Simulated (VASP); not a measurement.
Set up this calculation in VASP 6.6.1, as the native input.

| Quantity | Value |
| --- | --- |
| Task | single point |
| Functional | PBEsol |
| Potentials or basis | VASP PAW PBE potentials, release 64 (Al, N) |
| Cutoff | 520 eV |
| k mesh | 9 × 9 × 6 |
| Occupations | gaussian, width 0.05 eV |
| Spin | no spin polarisation |
| Dipole correction | no |
| Further INCAR settings | ALGO = Normal; EDIFF = 1e-07; NBANDS = 16 |

The structure of AlN lies in POSCAR:

```
AlN
1.0
    3.2841829056      0.0000000000      0.0000000000
   -1.6420914528      2.8441858269      0.0000000000
    0.0000000000      0.0000000000      4.4668445894
Al N
2 2
Direct
    0.3333333333      0.6666666667      0.0000000000
    0.6666666667      0.3333333333      0.5000000000
    0.3333333333      0.6666666667      0.3850000000
    0.6666666667      0.3333333333      0.8850000000
```

This cell differs from its parent crystal: ratio of the length along z to the lengths across it x 0.85, volume and fractional coordinates fixed.

These files were run (other wordings do the same):

INCAR

```
ALGO     = Normal         # electronic algorithm
EDIFF    = 1E-7           # SCF threshold, eV
ENCUT    = 520            # plane-wave cutoff, eV
GGA      = PS             # functional
ISIF     = 2              # what is computed and relaxed
ISMEAR   = 0              # smearing method
LASPH    = T              # aspherical terms in the spheres
LCHARG   = F              # write CHGCAR
LREAL    = F              # projectors in reciprocal space
LWAVE    = F              # write WAVECAR
NBANDS   = 16             # bands
NELM     = 60             # most SCF steps
PREC     = Accurate       # precision mode
SIGMA    = 0.05           # smearing width, eV
```

KPOINTS

```
k-points
0
Gamma
  9 9 6
```

Potentials or basis: VASP PAW PBE potentials, release 64 (Al, N).

Launch:

```sh
$ cat potpaw_PBE.64/Al/POTCAR potpaw_PBE.64/N/POTCAR > POTCAR
$ mpirun -np 1 vasp_std > vasp.out
```

Results of the run:

- Pressure: 5.3 GPa
- Largest force: 3.249 eV/Å
- Band gap on the k mesh: 3.69 eV, direct

Caveat: the PAW data sets were made with another functional, which shifts forces and pressure a little.

It took 27 s on 1 thread of Intel(R) Xeon(R) Platinum 8375C CPU @ 2.90GHz (Ice Lake), on a shared host, peak memory 0.16 GiB.
